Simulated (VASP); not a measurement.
# BAs (F-43m) in VASP: a series of runs

Runs on BAs. Level: PBEsol. Tasks: elastic constants, vibrations by perturbation theory.

All numbers are computed with VASP 6.6.1; they aren't measurements. Logs are shortened: lines on timing, memory, paths and dates and some standing lists are left out, and cuts for length are marked.

## Step 1: The cell of the first run

The structure is cubic, space group F-43m (No. 216). The conventional cell has a = 4.768 Å, b = 4.768 Å, c = 4.768 Å, α = 90.00°, β = 90.00°, γ = 90.00°. Within 2.7 Å of B (site symmetry -43m) lie 4 As at 2.06 Å. As (site symmetry -43m) has 4 B at 2.06 Å within 2.7 Å.

## Step 2: Elastic constants, PBEsol

Contents of INCAR:

```
ALGO = Normal
EDIFF = 1E-8
ENCUT = 600
GGA = PS
IBRION = 6
ISIF = 3
ISMEAR = 0
LASPH = True
LCHARG = False
LREAL = False
LWAVE = False
NBANDS = 11
NELM = 60
NFREE = 2
NSW = 1
POTIM = 0.015
PREC = Accurate
SIGMA = 0.01
```

Contents of KPOINTS:

```
k-points
0
Gamma
  10 10 10
```

Contents of POSCAR:

```
BAs
1.0
    0.0000000000      2.3839378997      2.3839378997
    2.3839378997      0.0000000000      2.3839378997
    2.3839378997      2.3839378997      0.0000000000
B As
1 1
Direct
    0.0000000000      0.0000000000      0.0000000000
    0.2500000000      0.2500000000      0.2500000000
```

Potentials or basis: VASP PAW PBE potentials, release 64 (B, As).

Launch:

```sh
> cat potpaw_PBE.64/B/POTCAR potpaw_PBE.64/As/POTCAR > POTCAR
> mpirun -np 1 vasp_std > vasp.out
```

OUTCAR:

```text
EDIFF = 1E-8
   ENCUT = 600
   GGA = PS
   IBRION = 6
   ISIF = 3
   ISMEAR = 0
   LASPH = True
   LREAL = False
   NELM = 60
   NFREE = 2
   NSW = 1
   POTIM = 0.015
   PREC = Accurate

 ion  position               nearest neighbor table
   1  0.000  0.000  0.000-   2 2.06   2 2.06   2 2.06   2 2.06
   2  0.250  0.250  0.250-   1 2.06   1 2.06   1 2.06   1 2.06

  LATTYP: Found a face centered cubic cell.
 ALAT       =     4.7678757994

  Lattice vectors:

 A1 = (   0.0000000000,   2.3839378997,   2.3839378997)
 A2 = (   2.3839378997,   0.0000000000,   2.3839378997)
 A3 = (   2.3839378997,   2.3839378997,   0.0000000000)

Analysis of symmetry for initial positions (statically):
=====================================================================
 Subroutine PRICEL returns:
 Original cell was already a primitive cell.

 Routine SETGRP: Setting up the symmetry group for a
 face centered cubic supercell.

 Subroutine GETGRP returns: Found 24 space group operations
 (whereof 24 operations were pure point group operations)
 out of a pool of 48 trial point group operations.

The static configuration has the point symmetry T_d .

Analysis of symmetry for dynamics (positions and initial velocities):
=====================================================================
 Subroutine PRICEL returns:
 Original cell was already a primitive cell.

 Routine SETGRP: Setting up the symmetry group for a
 face centered cubic supercell.

 Subroutine GETGRP returns: Found 24 space group operations
 (whereof 24 operations were pure point group operations)
 out of a pool of 48 trial point group operations.

The dynamic configuration has the point symmetry T_d .

 Subroutine INISYM returns: Found 24 space group operations
 (whereof 24 operations are pure point group operations),
 and found     1 'primitive' translations

----------------------------------------------------------------------------------------

                                     Primitive cell

  volume of cell :      27.0966

  direct lattice vectors                    reciprocal lattice vectors
     0.000000000  2.383937900  2.383937900    -0.209737007  0.209737007  0.209737007
     2.383937900  0.000000000  2.383937900     0.209737007 -0.209737007  0.209737007
     2.383937900  2.383937900  0.000000000     0.209737007  0.209737007 -0.209737007

  length of vectors
     3.371397310  3.371397310  3.371397310     0.363275152  0.363275152  0.363275152

  position of ions in fractional coordinates (direct lattice)
     0.000000000  0.000000000  0.000000000
     0.250000000  0.250000000  0.250000000

  ion indices of the primitive-cell ions
   primitive index   ion index
                 1           1
                 2           2

----------------------------------------------------------------------------------------

 KPOINTS: k-points

Automatic generation of k-mesh.
 Grid dimensions read from file:
 generate k-points for:   10   10   10

 Generating k-lattice:

[... 104 lines left out ...]
 Free energy of the ion-electron system (eV)
  ---------------------------------------------------
  ext. energy  EPLUGINS =         0.00000000
  ---------------------------------------------------
  free energy    TOTEN  =       -12.20430159 eV

  energy without entropy =      -12.20430159  energy(sigma->0) =      -12.20430159

------------------------ aborting loop because EDIFF is reached ----------------------------------------

  FORCE on cell =-STRESS in cart. coord.  units (eV):
  Direction    XX          YY          ZZ          XY          YZ          ZX
  --------------------------------------------------------------------------------------
  -------------------------------------------------------------------------------------
  Total        0.1475269      0.1475269      0.1475269      0.0000000      0.0000000     -0.0000000
  in kB        8.7230212      8.7230212      8.7230212      0.0000000      0.0000000     -0.0000000
  external PRESSURE =       8.7230212 kB  Pullay stress =       0.0000000 kB
[... 89 lines left out ...]
  FREE ENERGIE OF THE ION-ELECTRON SYSTEM (eV)
  ---------------------------------------------------
  free  energy   TOTEN  =       -12.1966917890 eV

  energy  without entropy=      -12.1966917890  energy(sigma->0) =      -12.19669179

[... ionic steps 4 to 14 ...]

--------------------------------------- Ionic step       15  -------------------------------------------

 number of electron       8.0000000 magnetization

------------------------ aborting loop because EDIFF is reached ----------------------------------------
[... 67 lines left out ...]
--------------------------------------- Ionic step       17  -------------------------------------------

 number of electron       8.0000000 magnetization

 Free energy of the ion-electron system (eV)
  ---------------------------------------------------
  ext. energy  EPLUGINS =         0.00000000
  ---------------------------------------------------
  free energy    TOTEN  =       -12.20240836 eV

  energy without entropy =      -12.20240836  energy(sigma->0) =      -12.20240836

 E-fermi :   6.2832     XC(G=0): -10.7554

 val. band max:        6.2130246738   @ k =   0.0000   0.0000   0.0000
 cond. band min:       7.1754020027   @ k =   0.0000   0.4000   0.4000
 fundamental gap:      0.9623773289
 Fermi energy:         6.2832381185

 k-point     1 :       0.0000    0.0000    0.0000
  band No.  band energies     occupation
      1      -9.3826      2.00000
      2       6.0007      2.00000
      3       6.1080      2.00000
      4       6.2130      2.00000
      5       9.2727      0.00000
      6       9.3527      0.00000
      7       9.4357      0.00000
      8      10.8617      0.00000
      9      15.4816      0.00000
     10      19.0607      0.00000
     11      19.0610      0.00000
[... 309 lines left out ...]
 k-point    24 :       0.4000    0.3000    0.0000
  band No.  band energies     occupation
      1      -6.7151      2.00000
      2      -0.3938      2.00000
      3       2.1018      2.00000
      4       2.5756      2.00000
      5       7.7047      0.00000
      6       9.3987      0.00000
      7      14.9592      0.00000
      8      15.2108      0.00000
      9      18.1286      0.00000
     10      21.8654      0.00000
     11      21.9476      0.00000

 [... further k-points ...]
[... 5 lines left out ...]
  --------------------------------------------------------------------------------------
  -------------------------------------------------------------------------------------
  Total        0.1476782      0.1513052      0.1513052      0.0000000      0.1176283      0.0000000
  in kB        8.7319677      8.9464270      8.9464270      0.0000000      6.9551664      0.0000000
  external PRESSURE =       8.8749406 kB  Pullay stress =       0.0000000 kB
[... 17 lines left out ...]
  FREE ENERGIE OF THE ION-ELECTRON SYSTEM (eV)
  ---------------------------------------------------
  free  energy   TOTEN  =       -12.2024083604 eV

  energy  without entropy=      -12.2024083604  energy(sigma->0) =      -12.20240836

 INTERNAL STRAIN TENSORS FROM STRAINED CELLS
 ============================================

 INTERNAL STRAIN TENSOR FOR ION    1 for displacements in x,y,z  (eV/Angst):
          X           Y           Z          XY          YZ          ZX
  --------------------------------------------------------------------------------
  x     0.00000    -0.00000     0.00000     0.00000     7.84294    -0.00000
  y    -0.00000     0.00000     0.00000     0.00000     0.00000     7.84295
  z    -0.00000    -0.00000     0.00000     7.84287    -0.00000     0.00000

 INTERNAL STRAIN TENSORS FROM DISPLACED ATOMS
 ============================================

 INTERNAL STRAIN TENSOR FOR ION    1 for displacements in x,y,z  (eV/Angst):
          X           Y           Z          XY          YZ          ZX
  --------------------------------------------------------------------------------
  x     0.00000     0.00000     0.00000     0.00000     7.84270     0.00000
  y     0.00000     0.00000     0.00000     0.00000     0.00000     7.84270
  z     0.00000     0.00000     0.00000     7.84270     0.00000     0.00000

 INTERNAL STRAIN TENSOR FOR ION    2 for displacements in x,y,z  (eV/Angst):
          X           Y           Z          XY          YZ          ZX
  --------------------------------------------------------------------------------
  x     0.00000    -0.00000    -0.00000     0.00000    -7.83814     0.00000
  y    -0.00000    -0.00000    -0.00000     0.00000     0.00000    -7.83814
  z    -0.00000    -0.00000     0.00000    -7.83814     0.00000     0.00000

 Eigenvectors and eigenvalues of the dynamical matrix
 ----------------------------------------------------

   1 f  =   20.863282 THz   131.087869 2PiTHz  695.924187 cm-1    86.283564 meV
             X         Y         Z           dx          dy          dz
      0.000000  0.000000  0.000000     0.000000    0.934824    0.000000
      1.191969  1.191969  1.191969     0.000000   -0.355112    0.000000
[... 21 lines left out ...]
   6 f/i=    0.000115 THz     0.000723 2PiTHz    0.003838 cm-1     0.000476 meV
             X         Y         Z           dx          dy          dz
      0.000000  0.000000  0.000000     0.000000    0.000000   -0.355112
      1.191969  1.191969  1.191969     0.000000    0.000000   -0.934824

--------------------------------------------------------------------------------------------------------

 ELASTIC MODULI CONTR FROM IONIC RELAXATION (kBar)
 Direction    XX          YY          ZZ          XY          YZ          ZX
 --------------------------------------------------------------------------------
 XX          -0.0000     -0.0000     -0.0000     -0.0000     -0.0000     -0.0000
 YY          -0.0000     -0.0000     -0.0000     -0.0000     -0.0000     -0.0000
 ZZ          -0.0000     -0.0000     -0.0000      0.0000     -0.0000     -0.0000
 XY          -0.0000     -0.0000      0.0000   -216.0121      0.0000      0.0000
 YZ          -0.0000     -0.0000     -0.0000      0.0000   -216.0121      0.0000
 ZX          -0.0000     -0.0000     -0.0000      0.0000      0.0000   -216.0121
 --------------------------------------------------------------------------------

 TOTAL ELASTIC MODULI (kBar)
 Direction    XX          YY          ZZ          XY          YZ          ZX
 --------------------------------------------------------------------------------
 XX        2800.5127    753.4442    753.4442     -0.0000     -0.0000     -0.0000
 YY         753.4442   2800.5127    753.4442     -0.0000     -0.0000     -0.0000
 ZZ         753.4442    753.4442   2800.5127      0.0000     -0.0000     -0.0000
 XY          -0.0000     -0.0000      0.0000   1504.8175      0.0000      0.0000
 YZ          -0.0000     -0.0000     -0.0000      0.0000   1504.8175      0.0000
 ZX          -0.0000     -0.0000     -0.0000      0.0000      0.0000   1504.8175
 --------------------------------------------------------------------------------
```

Run time: 23 min. Hardware: 1 thread of AMD EPYC 7R13, shared host; peak memory 0.29 GiB.

Results:

```
Elastic constants C11, C12, C44                         : 280, 75, 150 GPa
Voigt bulk modulus                                      : 144 GPa
Highest phonon frequency at Γ, LO-TO splitting left out : 696 cm⁻¹
```

Phonon frequencies in cm⁻¹ (negative: imaginary):
```
              q point        frequencies
(0.000, 0.000, 0.000)  0 0 0 696 696 696
```

Elastic tensor in Voigt notation (GPa, in the Cartesian axes of the cell as first typed):
```
280  75  75   0   0   0
 75 280  75   0   0   0
 75  75 280   0   0   0
  0   0   0 150   0   0
  0   0   0   0 150   0
  0   0   0   0   0 150
```

Clamped-ion elastic tensor (GPa):
```
280  75  75   0   0   0
 75 280  75   0   0   0
 75  75 280   0   0   0
  0   0   0 172   0   0
  0   0   0   0 172   0
  0   0   0   0   0 172
```

Caveat: the PAW data sets were made with another functional, which shifts forces and pressure a little.

[end of part 1 of 3]
